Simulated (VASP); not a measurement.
Here is a VASP 6.6.1 calculation.

The input POSCAR:

```
Cu
1.0
   -1.4351952911      1.4351952911      1.3742370826
    1.4351952911     -1.4351952911      1.3742370826
    1.4351952911      1.4351952911     -1.3742370826
Cu
1
Direct
    0.0000000000      0.0000000000      0.0000000000
```

The input INCAR.step1:

```
SYSTEM = Cu
PREC = Accurate
ENCUT = 520
ISMEAR = -1
SIGMA = 0.1
LREAL = .FALSE.
LASPH = .TRUE.
NELM = 80
NBANDS = 12
GGA = PE
ALGO = Normal
EDIFF = 1E-4
LWAVE = .TRUE.
LCHARG = .FALSE.
```

File INCAR.step2:

```
SYSTEM = Cu
PREC = Accurate
ENCUT = 520
EDIFF = 1E-6
ISMEAR = -1
SIGMA = 0.1
LREAL = .FALSE.
LASPH = .TRUE.
NELM = 80
ALGO = Normal
ISIF = 2
LWAVE = .FALSE.
LCHARG = .TRUE.
METAGGA = R2SCAN
LMIXTAU = .TRUE.
IVDW = 13
VDW_S6 = 1.0
VDW_S8 = 0.6018749
VDW_A1 = 0.51559235
VDW_A2 = 5.77342911
LELF = .TRUE.
LVHAR = .TRUE.
NBANDS = 12
ISTART = 1
```

Contents of KPOINTS:

```
Automatic mesh
0
G
  15 15 15
  0 0 0
```

Potentials or basis: VASP PAW PBE potentials, release 64 (Cu).

The run is started by

```bash
$ cat potpaw_PBE.64/Cu/POTCAR > POTCAR
$ cp INCAR.step1 INCAR
$ mpirun -np 1 vasp_std > vasp.out
$ cp INCAR.step2 INCAR
$ mpirun -np 1 vasp_std > vasp.out
```

Q: Predict the dispersion energy per atom.

A: -0.200 eV.

Q: What does it give for the pressure?

A: 0.6 GPa.

Stress tensor (GPa, compression positive):
```
0.69 0.00 0.00
0.00 0.69 0.00
0.00 0.00 0.56
```

Caveat: the PAW data sets were made with another functional, which shifts forces and pressure a little; pairwise dispersion overbinds metals, which lowers pressure and volume.
